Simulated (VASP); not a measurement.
# FeO (R-3m) in VASP: further runs, part 2 of 2

VASP 6.6.1. Earlier steps stand in the parts before.

## 4. Electric field gradients, PBE, collinear spin, ferromagnetic start (9.79 Å³/atom)

This run uses another cell than the first one, of 9.79 Å³/atom.

Input file INCAR:

```
SYSTEM = FeO
ALGO = Normal
EDIFF = 1E-8
ENCUT = 520
GGA = PE
ISIF = 2
ISMEAR = -1
ISPIN = 2
LASPH = .TRUE.
LCHARG = .FALSE.
LEFG = .TRUE.
LMAXMIX = 4
LORBIT = 11
LREAL = .FALSE.
LWAVE = .FALSE.
MAGMOM = 3 0
NBANDS = 18
NELM = 150
PREC = Accurate
SIGMA = 0.03
```

Input file KPOINTS:

```
k-points
0
G
  16 16 16
  0 0 0
```

Input file POSCAR:

```
FeO
1.0
    1.5049271478      0.8688700939      2.4946512370
   -1.5049271478      0.8688700939      2.4946512370
    0.0000000000     -1.7377401879      2.4946512370
Fe O
1 1
Direct
    0.0000000000      0.0000000000      0.0000000000
    0.5000000000      0.5000000000      0.5000000000
```

Potentials or basis: VASP PAW PBE potentials, release 64 (Fe, O).

The run is started by

```
cat potpaw_PBE.64/Fe/POTCAR potpaw_PBE.64/O/POTCAR > POTCAR
mpirun -np 1 vasp_std > vasp.out
```

OUTCAR:

```text
SYSTEM = FeO
   EDIFF = 1E-8
   ENCUT = 520
   GGA = PE
   ISIF = 2
   ISMEAR = -1
   ISPIN = 2
   LASPH = .TRUE.
   LORBIT = 11
   LREAL = .FALSE.
   NELM = 150
   PREC = Accurate

 ion  position               nearest neighbor table
   1  0.000  0.000  0.000-   2 2.14   2 2.14   2 2.14   2 2.14   2 2.14   2 2.14
   2  0.500  0.500  0.500-   1 2.14   1 2.14   1 2.14   1 2.14   1 2.14   1 2.14

  LATTYP: Found a trigonal (rhomboedric) cell.
 ALAT       =     3.0402344901
 COS(alpha) =     0.5099427870

  Lattice vectors:

 A1 = (   1.5049271478,   0.8688700939,   2.4946512370)
 A2 = (  -1.5049271478,   0.8688700939,   2.4946512370)
 A3 = (   0.0000000000,  -1.7377401879,   2.4946512370)

Analysis of symmetry for initial positions (statically):
=====================================================================
[... 1251 lines left out ...]
 ion       V_xx      V_yy      V_zz     asymmetry (V_yy - V_xx)/ V_zz
----------------------------------------------------------------------
   1      -0.718    -0.718     1.437       0.000
   2      -1.460    -1.460     2.920       0.000
----------------------------------------------------------------------

           NMR quadrupolar parameters

 Cq : quadrupolar parameter    Cq=e*Q*V_zz/h
 eta: asymmetry parameters     (V_yy - V_xx)/ V_zz
 Q  : nuclear electric quadrupole moment in mb (millibarn)
----------------------------------------------------------------------
 ion       Cq(MHz)       eta       Q (mb)
----------------------------------------------------------------------
   1       0.003       0.000       1.000
   2       0.007       0.000       1.000
----------------------------------------------------------------------

 total charge

# of ion       s       p       d       tot
------------------------------------------
    1        0.294   0.374   6.102   6.770
    2        1.556   3.450   0.000   5.006
--------------------------------------------------
tot          1.850   3.824   6.102  11.776

 magnetization (x)

# of ion       s       p       d       tot
------------------------------------------
    1        0.027   0.022   3.567   3.615
    2        0.031   0.276   0.000   0.306
--------------------------------------------------
tot          0.058   0.297   3.567   3.922
```

stdout:

```text
POSCAR found type information on POSCAR FeO
 POSCAR found :  2 types and       2 ions
 scaLAPACK will be used
 LDA part: xc-table for (Slater+PW92), standard interpolation
 POSCAR, INCAR and KPOINTS ok, starting setup
 FFT: planning ... GRIDC
 FFT: planning ... GRID_SOFT
 FFT: planning ... GRID
 WAVECAR not read
 entering main loop
ion   1

ion   2
```

It took 9.3 min on 1 thread of Oxide Virtual Turin-like, shared host; peak memory 0.3 GiB.

What came out:

```
Free energy                                           : -14.9259 eV
Pressure                                              : 4.3 GPa
Band gap on the k mesh                                : zero (filled and empty bands overlap)
Net moment                                            : 4.00 μB per cell
Site moments                                          : Fe +3.62; O +0.31 μB
Largest electric field gradient by atom               : Fe +1.4; O +2.9 V/Å²
Valence electrons inside the program's atomic spheres : Fe 6.77; O 5.01
```

Stress tensor (GPa, compression positive):
```
4.66 0.00 0.00
0.00 4.66 0.00
0.00 0.00 3.71
```

Levels at points of the mesh, in eV from the Fermi level:
Spin up:
| k point | band 6 | band 7 | band 8 | band 9 | band 10 | band 11 | band 12 | band 13 |
| --- | --- | --- | --- | --- | --- | --- | --- | --- |
| (0.00, 0.00, 0.00) | -3.84 | -3.84 | -3.68 | -3.68 | 0.22 | 15.55 | 16.97 | 17.36 |
| (0.50, 0.00, 0.00) | -3.02 | -2.45 | -0.27 | -0.24 | 4.12 | 8.76 | 12.56 | 12.76 |
| (0.50, 0.50, 0.00) | -3.28 | -2.77 | -2.77 | -2.75 | 5.46 | 8.90 | 10.90 | 14.88 |
| (0.50, 0.50, 0.50) | -3.07 | -2.51 | -0.28 | -0.28 | 4.24 | 8.53 | 12.94 | 12.94 |
Spin down:
```csv
k point,band 3,band 4,band 5,band 6,band 7,band 8
"(0.00, 0.00, 0.00)",-3.27,-3.27,-0.82,-0.74,-0.74,0.19
"(0.50, 0.00, 0.00)",-5.34,-5.25,0.37,0.45,0.64,2.87
"(0.50, 0.50, 0.00)",-4.56,-4.45,-2.20,0.74,0.76,0.77
"(0.50, 0.50, 0.50)",-5.21,-5.21,0.38,0.38,0.59,2.84
```

Electric field gradients, principal values (V/Å²):
```
atom   least  middle  greatest (by size)
1 Fe  -0.718  -0.718               1.437
 2 O  -1.460  -1.460               2.920
```

Caveat: the cell stands under pressure; without QUAD_EFG the Cq values of the log hold for a quadrupole moment of 1 mb, not for the nuclei; a cell with one magnetic atom can't hold antiferromagnetic order, which such compounds often take; semilocal functionals often make such compounds metallic where correlation or magnetic order opens a gap, which also shifts bond lengths. With open d or f shells a metallic result of PBE can be an artefact of self-interaction; +U or a hybrid may open a gap.

## 5. The runs side by side

| cell | gap on the mesh (eV) | pressure (GPa) | moment (μB) |
| --- | --- | --- | --- |
| a = 3.116 Å, angles 59.3°, 2 atoms | none | -8.7 | 4.00 |
| a = 3.014 Å, angles 59.3°, 2 atoms | none | 10.0 | 4.00 |
| a = 3.040 Å, angles 59.3°, 2 atoms | none | 4.3 | 4.00 |

Alike in all rows: task electric field gradients; level PBE; potentials or basis VASP PAW PBE potentials, release 64 (Fe, O); spin collinear, ferromagnetic start; k mesh 16 × 16 × 16; cutoff (eV) 520; smearing fermi-dirac 0.03 eV.

Caveats: a cell with one magnetic atom can't hold antiferromagnetic order, which such compounds often take; semilocal functionals often make such compounds metallic where correlation or magnetic order opens a gap, which also shifts bond lengths; the cell stands under pressure (at least some runs); the cell stands under tension (at least some runs).

Absolute energies hang on the potentials; compare differences alone.
